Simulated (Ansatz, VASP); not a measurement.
# Si5N: VASP beside Ansatz

```
Si N
1.0
     0.00000    3.49765    3.49765
     3.49765    0.00000    3.49765
     3.49765    3.49765    0.00000
Si N
5 1
Direct
  0.87570 0.37291 0.87570
  0.87570 0.87570 0.87570
  0.37291 0.87570 0.87570
  0.87570 0.87570 0.37291
  0.50000 0.50000 0.50000
  0.25000 0.25000 0.25000
```

Alike in both runs: functional PBE; k mesh 10 × 10 × 10; occupations gaussian, width 0.1 eV; no spin polarisation.

Ansatz relaxed the structure, and its values are those at the end. VASP's run is a single point on that final structure, the one shown.

|  | VASP | Ansatz |
| --- | --- | --- |
| version | VASP 6.6.1 | Ansatz 0.2.0 |
| potentials or method | VASP PAW PBE potentials, release 64 (Si, N), cutoff 520 eV | scalar-relativistic, plane waves, PAW |
| valence electrons in the cell | 25 | 25 |

|  | VASP | Ansatz | Ansatz less VASP |
| --- | --- | --- | --- |
| gap on the k mesh at the Fermi level (eV) | none | none | - |
| pressure (GPa) | 0.0 | 0.0 | +0.05 |

A gap of «none» marks a metal or a gap that the smearing closes.
